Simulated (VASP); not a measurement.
# Al2Cu (I4/mcm) in VASP: a series of runs

Runs on Al2Cu. Level: PBEsol. Tasks: single point.

All numbers are computed with VASP 6.6.1; they aren't measurements. Logs are shortened: lines on timing, memory, paths and dates and some standing lists are left out, and cuts for length are marked.

## (1) The cell of the first run

It takes space group I4/mcm (No. 140, tetragonal). The conventional cell has a = 6.233 Å, b = 6.233 Å, c = 4.972 Å, α = 90.00°, β = 90.00°, γ = 90.00°. Al (site symmetry m2m) has 4 Cu at 2.65 Å and 11 Al at 2.81 to 3.32 Å within 3.5 Å. Within 3.3 Å of Cu (site symmetry 422) lie 2 Cu at 2.49 Å and 8 Al at 2.65 Å.

## (2) Single point, PBEsol

File INCAR:

```
SYSTEM = Al2Cu
PREC = Accurate
ENCUT = 520
EDIFF = 1E-7
ISMEAR = 0
SIGMA = 0.15
LREAL = .False.
LASPH = .True.
NELM = 60
ALGO = Fast
ISIF = 2
LWAVE = .False.
LCHARG = .False.
GGA = PS
NBANDS = 26
```

File KPOINTS:

```
regular mesh
0
Gamma
  10 10 10
  0 0 0
```

File POSCAR:

```
Al2Cu
1.0
   -3.1163500000      3.1163500000      2.4862000000
    3.1163500000     -3.1163500000      2.4862000000
    3.1163500000      3.1163500000     -2.4862000000
Al Cu
4 2
Direct
    0.1593210787      0.6593210787      0.8186421574
    0.6593210787      0.8406789213      0.5000000000
    0.8406789213      0.3406789213      0.1813578426
    0.3406789213      0.1593210787      0.5000000000
    0.7500000000      0.7500000000      0.0000000000
    0.2500000000      0.2500000000      0.0000000000
```

Potentials or basis: VASP PAW PBE potentials, release 64 (Al, Cu).

Launch:

```
> cat potpaw_PBE.64/Al/POTCAR potpaw_PBE.64/Cu/POTCAR > POTCAR
> mpirun -np 1 vasp_std > vasp.out
```

OUTCAR:

```text
SYSTEM = Al2Cu
   PREC = Accurate
   ENCUT = 520
   EDIFF = 1E-7
   ISMEAR = 0
   LREAL = .False.
   LASPH = .True.
   NELM = 60
   ISIF = 2
   GGA = PS

 ion  position               nearest neighbor table
   1  0.159  0.659  0.819-   5 2.65   6 2.65   5 2.65   6 2.65   3 2.81   3 2.96   3 2.96   4 3.18
                             2 3.18   2 3.18   4 3.18   4 3.32   2 3.32   2 3.32   4 3.32
   2  0.659  0.841  0.500-   6 2.65   5 2.65   5 2.65   6 2.65   4 2.81   4 2.96   4 2.96   3 3.18
                             1 3.18   1 3.18   3 3.18   1 3.32   3 3.32   1 3.32   3 3.32
   3  0.841  0.341  0.181-   5 2.65   6 2.65   5 2.65   6 2.65   1 2.81   1 2.96   1 2.96   2 3.18
                             4 3.18   4 3.18   2 3.18   4 3.32   2 3.32   4 3.32   2 3.32
   4  0.341  0.159  0.500-   5 2.65   6 2.65   6 2.65   5 2.65   2 2.81   2 2.96   2 2.96   3 3.18
                             1 3.18   1 3.18   3 3.18   1 3.32   3 3.32   3 3.32   1 3.32
   5  0.750  0.750  0.000-   6 2.49   6 2.49   4 2.65   2 2.65   4 2.65   2 2.65   1 2.65   3 2.65
                             3 2.65   1 2.65
   6  0.250  0.250  0.000-   5 2.49   5 2.49   2 2.65   4 2.65   2 2.65   4 2.65   3 2.65   1 2.65
                             1 2.65   3 2.65

  LATTYP: Found a body centered tetragonal cell.
 ALAT       =     6.2327000000
 C/A-ratio  =     0.7977922891

  Lattice vectors:

 A1 = (  -3.1163500000,   3.1163500000,   2.4862000000)
 A2 = (   3.1163500000,  -3.1163500000,   2.4862000000)
 A3 = (   3.1163500000,   3.1163500000,  -2.4862000000)

Analysis of symmetry for initial positions (statically):
=====================================================================
 Subroutine PRICEL returns:
 Original cell was already a primitive cell.

 Routine SETGRP: Setting up the symmetry group for a
 body centered tetragonal supercell.

 Subroutine GETGRP returns: Found 16 space group operations
 (whereof  8 operations were pure point group operations)
 out of a pool of 16 trial point group operations.

The static configuration has the point symmetry C_4h.
 The point group associated with its full space group is D_4h.

Analysis of symmetry for dynamics (positions and initial velocities):
=====================================================================
 Subroutine PRICEL returns:
 Original cell was already a primitive cell.

 Routine SETGRP: Setting up the symmetry group for a
 body centered tetragonal supercell.

 Subroutine GETGRP returns: Found 16 space group operations
 (whereof  8 operations were pure point group operations)
 out of a pool of 16 trial point group operations.

The dynamic configuration has the point symmetry C_4h.
 The point group associated with its full space group is D_4h.

 Subroutine INISYM returns: Found 16 space group operations
 (whereof  8 operations are pure point group operations),
 and found     1 'primitive' translations

----------------------------------------------------------------------------------------

                                     Primitive cell

  volume of cell :      96.5803

  direct lattice vectors                    reciprocal lattice vectors
    -3.116350000  3.116350000  2.486200000     0.000000000  0.160444109  0.201110128
     3.116350000 -3.116350000  2.486200000     0.160444109  0.000000000  0.201110128
     3.116350000  3.116350000 -2.486200000     0.160444109  0.160444109  0.000000000

  length of vectors
     5.060085482  5.060085482  5.060085482     0.257269500  0.257269500  0.226902235

  position of ions in fractional coordinates (direct lattice)
     0.159321079  0.659321079  0.818642157
     0.659321079  0.840678921  0.500000000
     0.840678921  0.340678921  0.181357843
     0.340678921  0.159321079  0.500000000
     0.750000000  0.750000000  0.000000000
     0.250000000  0.250000000  0.000000000

  ion indices of the primitive-cell ions
   primitive index   ion index
                 1           1
                 2           2
                 3           3
                 4           4
                 5           5
                 6           6

----------------------------------------------------------------------------------------

 KPOINTS: regular mesh

Automatic generation of k-mesh.
 Grid dimensions read from file:
 generate k-points for:   10   10   10

 Generating k-lattice:

  Cartesian coordinates                     Fractional coordinates (reciprocal lattice)
     0.000000000  0.016044411  0.020111013     0.100000000 -0.000000000  0.000000000
     0.016044411  0.000000000  0.020111013    -0.000000000  0.100000000  0.000000000
     0.016044411  0.016044411  0.000000000     0.000000000  0.000000000  0.100000000

  Length of vectors
     0.025726950  0.025726950  0.022690224

  Shift w.r.t. Gamma in fractional coordinates (k-lattice)
     0.000000000  0.000000000  0.000000000

 Subroutine IBZKPT returns following result:
 ===========================================

 Found    102 irreducible k-points:

 Following reciprocal coordinates:
            Coordinates               Weight
  0.000000  0.000000  0.000000      1.000000
  0.100000 -0.000000  0.000000      8.000000
  0.200000 -0.000000  0.000000      8.000000
  0.300000  0.000000 -0.000000      8.000000
  0.400000 -0.000000  0.000000      8.000000
  0.500000  0.000000 -0.000000      4.000000
[... 16 lines left out ...]
  0.300000  0.300000  0.000000      8.000000
  0.400000  0.300000  0.000000     16.000000
 [... further k-points ...]
   k-points           NKPTS =    102   k-points in BZ     NKDIM =    102   number of bands    NBANDS=     26
   number of dos      NEDOS =    301   number of ions     NIONS =      6
   total plane-waves  NPLWV =  64000
   dimension x,y,z NGX =    40 NGY =   40 NGZ =   40
   dimension x,y,z NGXF=    80 NGYF=   80 NGZF=   80
   ions per type =               4   2
   NGX,Y,Z   is equivalent  to a cutoff of  13.14, 13.14, 13.14 a.u.
   NGXF,Y,Z  is equivalent  to a cutoff of  26.28, 26.28, 26.28 a.u.
 SYSTEM =  Al2Cu
   PREC   = accura    normal or accurate (medium, high low for compatibility)
   ISTART =      0    job   : 0-new  1-cont  2-samecut
   ICHARG =      2    charge: 1-file 2-atom 10-const
   ISPIN  =      1    spin polarized calculation?
   LNONCOLLINEAR =      F non collinear calculations
   LSORBIT =      F    spin-orbit coupling
   LASPH  =      T    aspherical Exc in radial PAW
   ENCUT  =  520.0 eV  38.22 Ry    6.18 a.u.   9.41  9.41  9.41*2*pi/ulx,y,z
   NELM   =     60;   NELMIN=  2; NELMDL= -5     # of ELM steps
   EDIFF  = 0.1E-06   stopping-criterion for ELM
   LREAL  =      F    real-space projection
   EDIFFG = 0.1E-05   stopping-criterion for IOM
   NSW    =      0    number of steps for IOM
   IBRION =     -1    ionic relax: 0-MD 1-quasi-New 2-CG
   NFREE  =      0    steps in history (QN), initial steepest desc. (CG)
   ISIF   =      2    stress and relaxation
   ISYM   =      2    0-nonsym 1-usesym 2-fastsym
   POTIM  = 0.5000    time-step for ionic-motion
   TEBEG  =    0.0;   TEEND  =   0.0 temperature during run
   PSTRESS=    0.0 pullay stress
   NELECT =      34.0000    total number of electrons
   NUPDOWN=      -1.0000    fix difference up-down
   EMIN   =  10.00;   EMAX   =-10.00  energy-range for DOS
   EFERMI =   0.00;   METHOD = LEGACY
   ISMEAR =     0;   SIGMA  =   0.15  broadening in eV -4-tet -1-fermi 0-gaus
   EFERMI_NEDOS =   21; number of points for ismear=-14 and -15
   IALGO  =     68    algorithm
   IMIX   =      4    mixing-type and parameters
     AMIX     =   0.40;   BMIX     =  1.00
     AMIX_MAG =   1.60;   BMIX_MAG =  1.00
  volume/ion in A,a.u.               =      16.10       108.63
  Fermi-wavevector in a.u.,A,eV,Ry     =   1.155948  2.184425 18.180320  1.336216
  Thomas-Fermi vector in A             =   2.292572
   LORBIT       =      0    0 simple, 1 ext, 2 COOP (PROOUT), +10 PAW based schemes
   GGA     = PS    functional components
   LHFCALC =     F    Hartree Fock is set to
   AEXX    =    0.0000 exact exchange contribution
   IVDW    =     0    specifies the selected vdW correction
   LEPSILON=     F    determine dielectric tensor
   LRPA    =     F    only Hartree local field effects (RPA)
 non-spin polarized calculation
 RMM-DIIS sequential band-by-band and
 Gauss-broadening in eV      SIGMA  =   0.15
  energy-cutoff  :      520.00
  volume of cell :       96.58
 maximum number of plane-waves:      2626
 NGX is ok and might be reduce to    40
   NGX = 19   NGY = 19   NGZ = 19

 number of electron      34.0000023 magnetization

 Free energy of the ion-electron system (eV)
  ---------------------------------------------------
  ext. energy  EPLUGINS =         0.00000000
  ---------------------------------------------------
  free energy    TOTEN  =       -25.72456959 eV

  energy without entropy =      -25.70171272  energy(sigma->0) =      -25.71314115

 E-fermi :   7.0537     XC(G=0): -10.6259

 val. band max:        7.0514407673   @ k =  -0.2000   0.4000   0.1000
 cond. band min:       7.0666623379   @ k =  -0.2000  -0.3000   0.2000
 fundamental gap:      0.0152215706
 Fermi energy:         7.0537178834

 k-point     1 :       0.0000    0.0000    0.0000
  band No.  band energies     occupation
      1      -3.1483      2.00000
      2       2.0699      2.00000
      3       2.3234      2.00000
      4       2.3234      2.00000
      5       2.3288      2.00000
      6       3.1565      2.00000
[... 18 lines left out ...]
     25      11.9591      0.00000
     26      12.5070      0.00000

 k-point     2 :       0.1000   -0.0000    0.0000
  band No.  band energies     occupation
      1      -3.0486      2.00000
      2       2.0562      2.00000
      3       2.2962      2.00000
      4       2.3144      2.00000
      5       2.3483      2.00000
      6       3.1396      2.00000
[... 18 lines left out ...]
     25      12.0685      0.00000
     26      12.6578      0.00000

 k-point     3 :       0.2000   -0.0000    0.0000
  band No.  band energies     occupation
      1      -2.7507      2.00000
      2       2.0252      2.00000
      3       2.0902      2.00000
      4       2.2869      2.00000
      5       2.3960      2.00000
      6       3.0754      2.00000
[... 572 lines left out ...]
 k-point    23 :       0.3000    0.3000    0.0000
  band No.  band energies     occupation
      1      -0.3442      2.00000
      2      -0.0709      2.00000
      3      -0.0194      2.00000
      4       2.0337      2.00000
      5       2.8141      2.00000
      6       2.8333      2.00000
[... 18 lines left out ...]
     25      12.7594      0.00000
     26      14.3318      0.00000

 k-point    24 :       0.4000    0.3000    0.0000
  band No.  band energies     occupation
      1      -0.9143      2.00000
      2      -0.1840      2.00000
      3       0.6086      2.00000
      4       2.1505      2.00000
      5       2.6565      2.00000
      6       2.8268      2.00000
[... 18 lines left out ...]
     25      13.6128      0.00000
     26      13.6609      0.00000

 [... further k-points ...]
[... 5 lines left out ...]
  --------------------------------------------------------------------------------------
  -------------------------------------------------------------------------------------
  Total       -5.6319827     -5.6319827     -5.0558297      0.0000000      0.0000000      0.0000000
  in kB      -93.4293630    -93.4293630    -83.8715195      0.0000000      0.0000000      0.0000000
  external PRESSURE =     -90.2434152 kB  Pullay stress =       0.0000000 kB

 VOLUME and BASIS-vectors are now :
 -----------------------------------------------------------------------------
  energy-cutoff  :      520.00
  volume of cell :       96.58
      direct lattice vectors                 reciprocal lattice vectors
    -3.116350000  3.116350000  2.486200000     0.000000000  0.160444109  0.201110128
     3.116350000 -3.116350000  2.486200000     0.160444109  0.000000000  0.201110128
     3.116350000  3.116350000 -2.486200000     0.160444109  0.160444109  0.000000000

 POSITION                                       TOTAL-FORCE (eV/Angst)
 -----------------------------------------------------------------------------------
      4.10935      0.99300      0.00000         0.027537      0.027537     -0.000000
      2.12335      0.99300      2.48620        -0.027537      0.027537      0.000000
     -0.99300      2.12335      2.48620        -0.027537     -0.027537      0.000000
      0.99300      2.12335      0.00000         0.027537     -0.027537     -0.000000
      0.00000      0.00000      3.72930         0.000000     -0.000000     -0.000000
      0.00000      0.00000      1.24310         0.000000     -0.000000     -0.000000
 -----------------------------------------------------------------------------------
    total drift:                               -0.000000     -0.000000      0.000000

  FREE ENERGIE OF THE ION-ELECTRON SYSTEM (eV)
  ---------------------------------------------------
  free  energy   TOTEN  =       -25.7245695901 eV

  energy  without entropy=      -25.7017127178  energy(sigma->0) =      -25.71314115
```

Wall time 4.3 min (1 thread of AMD EPYC 9R45 (Zen 5), shared host); peak memory 0.35 GiB.

What came out:

```yaml
Free_energy: -25.7246 eV
Pressure: -9.0 GPa
Largest_force: 0.039 eV/Å
Band_gap_on_the_k_mesh: zero (bands 17 and 18 overlap by 4.20 eV)
```

Forces on the atoms (eV/Å):
```
Al   0.028  0.028  0.000
Al  -0.028  0.028  0.000
Al  -0.028 -0.028  0.000
Al   0.028 -0.028  0.000
Cu   0.000  0.000  0.000
Cu   0.000  0.000  0.000
```

Caveat: the cell stands under tension; the PAW data sets were made with another functional, which shifts forces and pressure a little.

## (3) Single point, PBEsol

This run uses another cell than the first one, of 14.57 Å³/atom.

File INCAR:

```
SYSTEM = Al2Cu
PREC = Accurate ; ENCUT = 520
EDIFF = 1E-7 ; ISMEAR = 0
SIGMA = 0.15 ; LREAL = .False.
LASPH = .True. ; NELM = 100
ALGO = Fast ; ISIF = 2
LWAVE = .False. ; LCHARG = .False.
GGA = PS ; NBANDS = 26
```

KPOINTS is that of step 2.

POSCAR: that of step 2 with these lines changed.

```diff
@@ -2,5 +2,5 @@
 1.0
-   -3.1163500000      3.1163500000      2.4862000000
-    3.1163500000     -3.1163500000      2.4862000000
-    3.1163500000      3.1163500000     -2.4862000000
+   -2.9366000000      2.9366000000      2.5345000000
+    2.9366000000     -2.9366000000      2.5345000000
+    2.9366000000      2.9366000000     -2.5345000000
 Al Cu
```

Potentials or basis: VASP PAW PBE potentials, release 64 (Al, Cu).

Launch:

```
> cat potpaw_PBE.64/Al/POTCAR potpaw_PBE.64/Cu/POTCAR > POTCAR
> mpirun -np 1 vasp_std > vasp.out
```

It took 5.2 min on 1 thread of Intel Xeon Platinum 8259CL at 2.50GHz (Skylake/Cascade Lake), shared host; peak memory 0.33 GiB.

The run converged. Its results:

| Quantity | Value |
| --- | --- |
| Free energy | -25.9137 eV |
| Pressure | -0.2 GPa |
| Largest force | 0.221 eV/Å |
| Band gap on the k mesh | zero (bands 17 and 18 overlap by 3.74 eV) |

Forces on the atoms (eV/Å):
```
Al   0.156  0.156  0.000
Al  -0.156  0.156  0.000
Al  -0.156 -0.156  0.000
Al   0.156 -0.156  0.000
Cu   0.000  0.000  0.000
Cu   0.000  0.000  0.000
```

Stress tensor (GPa, compression positive):
```
 2.51  0.00  0.00
 0.00  2.51  0.00
 0.00  0.00 -5.47
```

Levels at points of the mesh, in eV from the Fermi level:
| k point | band 14 | band 15 | band 16 | band 17 | band 18 | band 19 | band 20 | band 21 |
| --- | --- | --- | --- | --- | --- | --- | --- | --- |
| (0.00, 0.00, 0.00) | -1.83 | -1.60 | -1.40 | -1.40 | -1.12 | -0.13 | 0.07 | 1.10 |
| (0.50, 0.00, 0.00) | -3.06 | -2.59 | -2.59 | 0.46 | 0.46 | 3.46 | 3.46 | 4.62 |
| (0.50, 0.50, 0.00) | -3.08 | -1.51 | -1.09 | -1.07 | -0.65 | 1.27 | 1.78 | 4.74 |
| (0.50, 0.50, 0.50) | -3.46 | -3.28 | -2.11 | 2.31 | 2.92 | 2.92 | 3.58 | 3.86 |

Caveat: the stress differs along the axes, from -5 to 3 GPa; the PAW data sets were made with another functional, which shifts forces and pressure a little.

(Part 1 of 3 ends here.)

The gap in the log of VASP goes by the Fermi energy; the results here count the filled bands.